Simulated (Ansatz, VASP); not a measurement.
**Ga3Sb2As: VASP beside Ansatz**

```
Ga Sb As
1.0
    -2.01918    2.01918    8.56668
     2.01918   -2.01918    8.56668
     2.01918    2.01918   -8.56668
Ga Sb As
3 2 1
Direct
  0.00000 0.00000 0.00000
  0.66667 0.66667 0.00000
  0.33333 0.33333 0.00000
  0.58333 0.08333 0.50000
  0.91667 0.41667 0.50000
  0.25000 0.75000 0.50000
```

Alike in both runs: task relaxation of cell and atoms; functional PBE; k mesh 6 × 6 × 6; occupations gaussian, width 0.1 eV; no spin polarisation.

```csv
,VASP,Ansatz
version,VASP 6.6.1,Ansatz 0.2.0
potentials or method,"VASP PAW PBE potentials, release 64 (Ga_d, Sb, As), cutoff 600 eV","scalar-relativistic, plane waves, PAW"
valence electrons in the cell,54,84
```

|  | VASP | Ansatz | Ansatz less VASP |
| --- | --- | --- | --- |
| gap on the k mesh at the Fermi level, each at its own relaxed structure (eV) | none | none | - |
| relaxed volume (Å³/atom) | 27.95 | 27.80 | -0.158 |
| relaxed length of the cell vector where the two differ most in proportion (Å) | 9.567 | 9.555 | -0.0122 |

A gap of «none» marks a metal or a gap that the smearing closes. VASP's potentials hold 54 valence electrons a cell and Ansatz's 84, so a difference there can come from the potentials and not from the codes.

The k mesh is coarse, so the values compare programs but aren't converged. Spin-orbit coupling is off throughout. Noted on VASP's run: the volume moved by over 15 % at a fixed basis, so the end points are rough.
